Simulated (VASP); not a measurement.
TiAl: single point with r2SCAN

Crystal: TiAl.

```
Ti Al
1.0
     3.17906    0.05961    0.00000
     0.05961    3.17906    0.00000
     0.00000    0.00000    3.17906
Ti Al
1 1
Direct
  0.00000 0.00000 0.00000
  0.50000 0.50000 0.50000
```

This cell differs from its parent crystal: strain +0.0375 x Voigt [0, 0, 0, 0, 0, 1].

```
Program                : VASP 6.6.1
Task                   : single point
Functional             : r2SCAN
Potentials or basis    : VASP PAW PBE potentials, release 64 (Ti_sv, Al)
Cutoff                 : 520 eV
k mesh                 : 16 × 16 × 16
Occupations            : gaussian, width 0.15 eV
Spin                   : no spin polarisation
Dipole correction      : no
Further INCAR settings : ALGO = Normal; EDIFF = 1e-06; NBANDS = 14
```

```
Pressure               : -0.5 GPa
Band gap on the k mesh : zero (an odd number of electrons rules out a gap without spin polarisation)
```

Stress tensor (GPa, compression positive):
```
-0.60 -2.92  0.00
-2.92 -0.60  0.00
 0.00  0.00 -0.36
```

Levels at points of the mesh, in eV from the Fermi level:
```
           k point  band 5  band 6  band 7  band 8  band 9  band 10
(0.00, 0.00, 0.00)   -9.85   -1.61   -1.60    1.95    2.04     2.15
(0.50, 0.00, 0.00)   -6.43   -5.59   -0.67    0.28    0.31     2.27
(0.50, 0.50, 0.00)   -5.23   -2.63   -2.16   -1.62    0.84     0.92
(0.00, 0.00, 0.50)   -6.44   -5.59   -0.64    0.12    0.46     2.25
(0.50, 0.00, 0.50)   -5.22   -2.40   -2.40   -1.62    0.88     0.89
(0.50, 0.50, 0.50)   -3.33   -3.26   -3.19    0.89    2.62     2.89
```

It took 11 min on 1 thread of AMD EPYC 7R43 64-Core Processor (Zen 3), on a shared host, peak memory 0.35 GiB.

Caveat: the cell differs from its parent crystal (strain +0.0375 x Voigt [0, 0, 0, 0, 0, 1]); the PAW data sets were made with another functional, which shifts forces and pressure a little.
